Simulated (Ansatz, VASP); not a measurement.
# Two plane-wave programs on Mg9O8

```
CELL_PARAMETERS angstrom
0.00000 4.21600 4.21600
4.21600 0.00000 4.21600
4.21600 4.21600 0.00000
ATOMIC_POSITIONS crystal
Mg 0.07607 0.97483 0.97450
Mg 0.99777 0.00144 0.49726
Mg 0.00175 0.50213 0.99421
Mg 0.99770 0.50376 0.49723
Mg 0.48330 0.97878 0.98264
Mg 0.47606 0.97541 0.57340
Mg 0.48310 0.55553 0.98247
Mg 0.49360 0.50241 0.50185
Mg 0.63958 0.11208 0.13658
O 0.25178 0.25315 0.24198
O 0.24237 0.27348 0.74201
O 0.24446 0.74270 0.27047
O 0.24225 0.74249 0.74188
O 0.74678 0.27352 0.24829
O 0.74179 0.25412 0.74995
O 0.74680 0.73160 0.24821
O 0.77110 0.74263 0.74394
```

Alike in both runs: functional PBE; k mesh 2 × 2 × 2; occupations gaussian, width 0.02 eV; no spin polarisation.

Ansatz relaxed the structure, and its values are those at the end. VASP's run is a single point on that final structure, the one shown.

|  | VASP | Ansatz |
| --- | --- | --- |
| version | VASP 6.6.1 | Ansatz 0.2.0 |
| potentials or method | VASP PAW PBE potentials, release 64 (Mg, O), cutoff 520 eV | scalar-relativistic, plane waves, PAW |
| valence electrons in the cell | 66 | 138 |

|  | VASP | Ansatz | Ansatz less VASP |
| --- | --- | --- | --- |
| rms of the force components (eV/Å) | 0.019 | 0.010 | -0.0090 |

The functional is the same, so the differences come from potentials, cutoffs and numerics. VASP's potentials hold 66 valence electrons a cell and Ansatz's 138, so a difference there can come from the potentials and not from the codes.

The k mesh is coarse, so the values compare programs but aren't converged.
